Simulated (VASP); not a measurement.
# Ir (Fm-3m) in VASP: notebook

Ir is run at these levels: PBE; tasks: single point, relaxation of cell and atoms.

Everything below comes from runs of VASP 6.6.1. Logs are shortened: lines on timing, memory, paths and dates and some standing lists are left out, and cuts for length are marked.

## Step 1: The cell of the first run

Symmetry: Fm-3m, No. 225, cubic system. Conventional cell: a = 3.872 Å, b = 3.872 Å, c = 3.872 Å, α = 90.00°, β = 90.00°, γ = 90.00°. Within 3.6 Å of Ir (site symmetry m-3m) lie 12 Ir at 2.74 Å.

## Step 2: Single point, PBE

Contents of INCAR:

```
PREC = Accurate ; ENCUT = 500
EDIFF = 1E-6 ; ISMEAR = 0
SIGMA = 0.3 ; LREAL = False
LASPH = True ; NELM = 120
ALGO = Normal ; ISIF = 2
LWAVE = False ; LCHARG = True
GGA = PE ; LELF = True
LVHAR = True ; NBANDS = 10
GGA_COMPAT = False
```

Contents of KPOINTS:

```
regular mesh
0
Gamma
  18 18 18
```

Contents of POSCAR:

```
Ir
1.0
    0.0000000000      1.9359345568      1.9359345568
    1.9359345568      0.0000000000      1.9359345568
    1.9359345568      1.9359345568      0.0000000000
Ir
1
Direct
    0.0000000000      0.0000000000      0.0000000000
```

Potentials or basis: VASP PAW PBE potentials, release 64 (Ir).

The run is started by

```sh
$ cat potpaw_PBE.64/Ir/POTCAR > POTCAR
$ mpirun -np 1 vasp_std > vasp.out
```

OUTCAR:

```text
PREC = Accurate
   ENCUT = 500
   EDIFF = 1E-6
   ISMEAR = 0
   LREAL = False
   LASPH = True
   NELM = 120
   ISIF = 2
   GGA = PE

 ion  position               nearest neighbor table
   1  0.000  0.000  0.000-

  LATTYP: Found a face centered cubic cell.
 ALAT       =     3.8718691136

  Lattice vectors:

 A1 = (   0.0000000000,   1.9359345568,   1.9359345568)
 A2 = (   1.9359345568,   0.0000000000,   1.9359345568)
 A3 = (   1.9359345568,   1.9359345568,   0.0000000000)

Analysis of symmetry for initial positions (statically):
=====================================================================
 Subroutine PRICEL returns:
 Original cell was already a primitive cell.

 Routine SETGRP: Setting up the symmetry group for a
 face centered cubic supercell.

 Subroutine GETGRP returns: Found 48 space group operations
 (whereof 48 operations were pure point group operations)
 out of a pool of 48 trial point group operations.

The static configuration has the point symmetry O_h .

Analysis of symmetry for dynamics (positions and initial velocities):
=====================================================================
 Subroutine PRICEL returns:
 Original cell was already a primitive cell.

 Routine SETGRP: Setting up the symmetry group for a
 face centered cubic supercell.

 Subroutine GETGRP returns: Found 48 space group operations
 (whereof 48 operations were pure point group operations)
 out of a pool of 48 trial point group operations.

The dynamic configuration has the point symmetry O_h .

 Subroutine INISYM returns: Found 48 space group operations
 (whereof 48 operations are pure point group operations),
 and found     1 'primitive' translations

----------------------------------------------------------------------------------------

                                     Primitive cell

  volume of cell :      14.5112

  direct lattice vectors                    reciprocal lattice vectors
     0.000000000  1.935934557  1.935934557    -0.258273193  0.258273193  0.258273193
     1.935934557  0.000000000  1.935934557     0.258273193 -0.258273193  0.258273193
     1.935934557  1.935934557  0.000000000     0.258273193  0.258273193 -0.258273193

  length of vectors
     2.737824906  2.737824906  2.737824906     0.447342293  0.447342293  0.447342293

  position of ions in fractional coordinates (direct lattice)
     0.000000000  0.000000000  0.000000000

  ion indices of the primitive-cell ions
   primitive index   ion index
                 1           1

----------------------------------------------------------------------------------------

 KPOINTS: regular mesh

Automatic generation of k-mesh.
 Grid dimensions read from file:
 generate k-points for:   18   18   18

 Generating k-lattice:

  Cartesian coordinates                     Fractional coordinates (reciprocal lattice)
    -0.014348511  0.014348511  0.014348511     0.055555556  0.000000000  0.000000000
     0.014348511 -0.014348511  0.014348511     0.000000000  0.055555556  0.000000000
     0.014348511  0.014348511 -0.014348511     0.000000000  0.000000000  0.055555556

  Length of vectors
     0.024852350  0.024852350  0.024852350

  Shift w.r.t. Gamma in fractional coordinates (k-lattice)
     0.000000000  0.000000000  0.000000000

 Subroutine IBZKPT returns following result:
 ===========================================

 Found    195 irreducible k-points:

 Following reciprocal coordinates:
            Coordinates               Weight
  0.000000  0.000000  0.000000      1.000000
  0.055556  0.000000  0.000000      8.000000
  0.111111  0.000000  0.000000      8.000000
  0.166667  0.000000  0.000000      8.000000
  0.222222  0.000000  0.000000      8.000000
  0.277778  0.000000  0.000000      8.000000
[... 16 lines left out ...]
 -0.277778  0.055556  0.000000     24.000000
 -0.222222  0.055556  0.000000     24.000000
 [... further k-points ...]
   k-points           NKPTS =    195   k-points in BZ     NKDIM =    195   number of bands    NBANDS=     10
   number of dos      NEDOS =    301   number of ions     NIONS =      1
   total plane-waves  NPLWV =   8000
   dimension x,y,z NGX =    20 NGY =   20 NGZ =   20
   dimension x,y,z NGXF=    40 NGYF=   40 NGZF=   40
   ions per type =               1
   NGX,Y,Z   is equivalent  to a cutoff of  12.14, 12.14, 12.14 a.u.
   NGXF,Y,Z  is equivalent  to a cutoff of  24.29, 24.29, 24.29 a.u.
 SYSTEM =  unknown system
   PREC   = accura    normal or accurate (medium, high low for compatibility)
   ISTART =      0    job   : 0-new  1-cont  2-samecut
   ICHARG =      2    charge: 1-file 2-atom 10-const
   ISPIN  =      1    spin polarized calculation?
   LNONCOLLINEAR =      F non collinear calculations
   LSORBIT =      F    spin-orbit coupling
   LASPH  =      T    aspherical Exc in radial PAW
   ENCUT  =  500.0 eV  36.75 Ry    6.06 a.u.   4.99  4.99  4.99*2*pi/ulx,y,z
   NELM   =    120;   NELMIN=  2; NELMDL= -5     # of ELM steps
   EDIFF  = 0.1E-05   stopping-criterion for ELM
   LREAL  =      F    real-space projection
   EDIFFG = 0.1E-04   stopping-criterion for IOM
   NSW    =      0    number of steps for IOM
   IBRION =     -1    ionic relax: 0-MD 1-quasi-New 2-CG
   NFREE  =      0    steps in history (QN), initial steepest desc. (CG)
   ISIF   =      2    stress and relaxation
   ISYM   =      2    0-nonsym 1-usesym 2-fastsym
   POTIM  = 0.5000    time-step for ionic-motion
   TEBEG  =    0.0;   TEEND  =   0.0 temperature during run
   PSTRESS=    0.0 pullay stress
   NELECT =       9.0000    total number of electrons
   NUPDOWN=      -1.0000    fix difference up-down
   EMIN   =  10.00;   EMAX   =-10.00  energy-range for DOS
   EFERMI =   0.00;   METHOD = LEGACY
   ISMEAR =     0;   SIGMA  =   0.30  broadening in eV -4-tet -1-fermi 0-gaus
   EFERMI_NEDOS =   21; number of points for ismear=-14 and -15
   IALGO  =     38    algorithm
   IMIX   =      4    mixing-type and parameters
     AMIX     =   0.40;   BMIX     =  1.00
     AMIX_MAG =   1.60;   BMIX_MAG =  1.00
  volume/ion in A,a.u.               =      14.51        97.93
  Fermi-wavevector in a.u.,A,eV,Ry     =   1.396117  2.638278 26.519678  1.949141
  Thomas-Fermi vector in A             =   2.519502
   LORBIT       =      0    0 simple, 1 ext, 2 COOP (PROOUT), +10 PAW based schemes
   GGA     = PE    functional components
   LHFCALC =     F    Hartree Fock is set to
   AEXX    =    0.0000 exact exchange contribution
   IVDW    =     0    specifies the selected vdW correction
   LEPSILON=     F    determine dielectric tensor
   LRPA    =     F    only Hartree local field effects (RPA)
 non-spin polarized calculation
 Gauss-broadening in eV      SIGMA  =   0.30
  energy-cutoff  :      500.00
  volume of cell :       14.51
 maximum number of plane-waves:       380
   NGX =  9   NGY =  9   NGZ =  9

 number of electron       9.0000000 magnetization

 Free energy of the ion-electron system (eV)
  ---------------------------------------------------
  ext. energy  EPLUGINS =         0.00000000
  ---------------------------------------------------
  free energy    TOTEN  =        -8.87299469 eV

  energy without entropy =       -8.83143909  energy(sigma->0) =       -8.85221689

 E-fermi :   9.9600     XC(G=0): -13.8370

 val. band max:        9.9305280697   @ k =  -0.4444   0.4444   0.1111
 cond. band min:       9.9630707309   @ k =  -0.3333   0.2778   0.0556
 fundamental gap:      0.0325426613
 Fermi energy:         9.9599775919

 k-point     1 :       0.0000    0.0000    0.0000
  band No.  band energies     occupation
      1      -0.8770      2.00000
      2       6.2343      2.00000
      3       6.2343      2.00000
      4       6.2343      2.00000
      5       8.8159      2.00000
      6       8.8159      2.00000
      7      24.3439      0.00000
      8      29.7785      0.00000
      9      29.7785      0.00000
     10      29.7785      0.00000

 k-point     2 :       0.0556    0.0000    0.0000
  band No.  band energies     occupation
      1      -0.7430      2.00000
      2       6.1636      2.00000
      3       6.2922      2.00000
      4       6.2922      2.00000
      5       8.7790      2.00000
      6       8.7790      2.00000
      7      24.5730      0.00000
      8      29.0407      0.00000
      9      29.9962      0.00000
     10      29.9962      0.00000

 k-point     3 :       0.1111    0.0000    0.0000
  band No.  band energies     occupation
      1      -0.3545      2.00000
      2       5.9816      2.00000
      3       6.4439      2.00000
      4       6.4439      2.00000
      5       8.6985      2.00000
      6       8.6985      2.00000
      7      25.2019      0.00000
      8      27.5907      0.00000
      9      30.6285      0.00000
     10      30.6285      0.00000

 k-point     4 :       0.1667    0.0000    0.0000
  band No.  band energies     occupation
      1       0.2426      2.00000
      2       5.7745      2.00000
      3       6.6142      2.00000
      4       6.6142      2.00000
      5       8.6692      2.00000
      6       8.6692      2.00000
      7      25.8762      0.00000
      8      26.1903      0.00000
      9      31.6133      0.00000
     10      31.6133      0.00000

 k-point     5 :       0.2222    0.0000    0.0000
  band No.  band energies     occupation
      1       0.9489      2.00000
      2       5.6817      2.00000
      3       6.6853      2.00000
      4       6.6853      2.00000
      5       8.8259      2.00000
      6       8.8259      2.00000
      7      24.4404      0.00000
      8      26.6380      0.00000
      9      32.8185      0.00000
     10      32.8185      0.00000

 k-point     6 :       0.2778    0.0000    0.0000
  band No.  band energies     occupation
      1       1.5877      2.00000
      2       5.8991      2.00000
      3       6.6071      2.00000
      4       6.6071      2.00000
      5       9.2187      1.99953
      6       9.2187      1.99953
      7      22.8205      0.00000
      8      26.3304      0.00000
      9      33.5247      0.00000
     10      33.5256      0.00000
[... 183 lines left out ...]
 k-point    21 :      -0.3889    0.0556    0.0000
  band No.  band energies     occupation
      1       2.2485      2.00000
      2       6.1670      2.00000
      3       6.3169      2.00000
      4       7.7464      2.00000
      5      10.1951      0.26765
      6      11.0176      0.00000
      7      18.6362      0.00000
      8      24.5530      0.00000
      9      29.5466      0.00000
     10      30.8820      0.00000

 k-point    22 :      -0.3333    0.0556    0.0000
  band No.  band energies     occupation
      1       2.1656      2.00000
      2       6.3260      2.00000
      3       6.4613      2.00000
      4       6.7214      2.00000
      5       9.6099      1.90107
      6      10.4741      0.01537
      7      20.4784      0.00000
      8      25.2606      0.00000
      9      30.4002      0.00000
     10      32.4550      0.00000

 k-point    23 :      -0.2778    0.0556    0.0000
  band No.  band energies     occupation
      1       1.8689      2.00000
      2       5.9155      2.00000
      3       6.5331      2.00000
      4       6.6366      2.00000
      5       9.0117      1.99999
      6       9.8880      1.26576
      7      22.3352      0.00000
      8      26.1867      0.00000
      9      31.4066      0.00000
     10      33.5561      0.00000

 k-point    24 :      -0.2222    0.0556    0.0000
  band No.  band energies     occupation
      1       1.2936      2.00000
      2       5.5901      2.00000
      3       6.6749      2.00000
      4       6.7639      2.00000
      5       8.5456      2.00000
      6       9.3686      1.99469
      7      24.0202      0.00000
      8      26.7949      0.00000
      9      31.7462      0.00000
     10      32.9852      0.00000

 [... further k-points ...]

------------------------ aborting loop because EDIFF is reached ----------------------------------------

  FORCE on cell =-STRESS in cart. coord.  units (eV):
  Direction    XX          YY          ZZ          XY          YZ          ZX
  --------------------------------------------------------------------------------------
  -------------------------------------------------------------------------------------
  Total        0.0415725      0.0415725      0.0415725      0.0000000      0.0000000      0.0000000
  in kB        4.5900238      4.5900238      4.5900238      0.0000000      0.0000000      0.0000000
  external PRESSURE =       4.5900238 kB  Pullay stress =       0.0000000 kB

 VOLUME and BASIS-vectors are now :
 -----------------------------------------------------------------------------
  energy-cutoff  :      500.00
  volume of cell :       14.51
      direct lattice vectors                 reciprocal lattice vectors
     0.000000000  1.935934557  1.935934557    -0.258273193  0.258273193  0.258273193
     1.935934557  0.000000000  1.935934557     0.258273193 -0.258273193  0.258273193
     1.935934557  1.935934557  0.000000000     0.258273193  0.258273193 -0.258273193

 POSITION                                       TOTAL-FORCE (eV/Angst)
 -----------------------------------------------------------------------------------
      0.00000      0.00000      0.00000        -0.000000      0.000000     -0.000000
 -----------------------------------------------------------------------------------
    total drift:                               -0.000000     -0.000000     -0.000000

  FREE ENERGIE OF THE ION-ELECTRON SYSTEM (eV)
  ---------------------------------------------------
  free  energy   TOTEN  =        -8.8729946873 eV

  energy  without entropy=       -8.8314390950  energy(sigma->0) =       -8.85221689
```

Run time: 12 s. Hardware: 1 thread of AMD EPYC 9R45 (Zen 5), shared host; peak memory 0.11 GiB.

What came out:

| Quantity | Value |
| --- | --- |
| Free energy | -8.8730 eV |
| Pressure | 0.5 GPa |
| Band gap on the k mesh | zero (an odd number of electrons rules out a gap without spin polarisation) |

Levels at points of the mesh, in eV from the Fermi level:
```
           k point  band 1  band 2  band 3  band 4  band 5  band 6  band 7  band 8
(0.00, 0.00, 0.00)  -10.84   -3.73   -3.73   -3.73   -1.14   -1.14   14.38   19.82
(0.50, 0.00, 0.00)   -7.82   -3.82   -3.82   -0.68    0.86    0.86    7.02   13.92
(0.50, 0.50, 0.00)   -7.61   -7.05    0.83    1.42    1.42    1.72   10.18   11.60
```

Caveat: so wide a smearing shifts energies and pressures; spin-orbit coupling is left out, which moves the levels of the heavy elements.

(Part 1 of 2 ends here.)
